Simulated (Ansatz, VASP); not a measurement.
## One calculation of CuO, two programs

```
Cu O
1.0
     0.00000   -2.08795   -2.08795
    -2.08795    0.00000   -2.08795
     2.08795    2.08795   -4.17591
Cu O
2 2
Direct
  0.50389 0.47699 0.48801
  0.00389 0.97699 0.98801
  0.74611 0.77301 0.76199
  0.24611 0.27301 0.26199
```

Alike in both runs: task single point; functional LDA; k mesh 10 × 10 × 6; occupations fermi-dirac, width 0.05 eV; no spin polarisation.

```csv
,VASP,Ansatz
version,VASP 6.6.1,Ansatz 0.2.0
potentials or method,"VASP PAW LDA potentials, release 64 (Cu, O)",Ansatz PAW
plane-wave cutoff (eV),520,420
valence electrons in the cell,34,50
```

Ansatz gave:

```
gap on the k mesh at the Fermi level (eV)                     : none
pressure (GPa)                                                : -3.3
traceless stress, the component that is largest in VASP (GPa) : 5.42
rms of the force components (eV/Å)                            : 0.712
```

Q: What did VASP give for the same quantities?

A: gap on the k mesh at the Fermi level (eV): none; pressure (GPa): -2.6; traceless stress, the component that is largest in VASP (GPa): 5.72; rms of the force components (eV/Å): 0.744.

LDA's correlation is that of Perdew and Zunger in VASP and of Perdew and Wang (1992) in Ansatz. Atom by atom the forces differ by 0.031 eV/Å (rms over components). A gap of «none» marks a metal or a gap that the smearing closes. VASP's potentials hold 34 valence electrons a cell and Ansatz's 50, so a difference there can come from the potentials and not from the codes.

Noted on Ansatz's run: Pulay correction over one GPa.
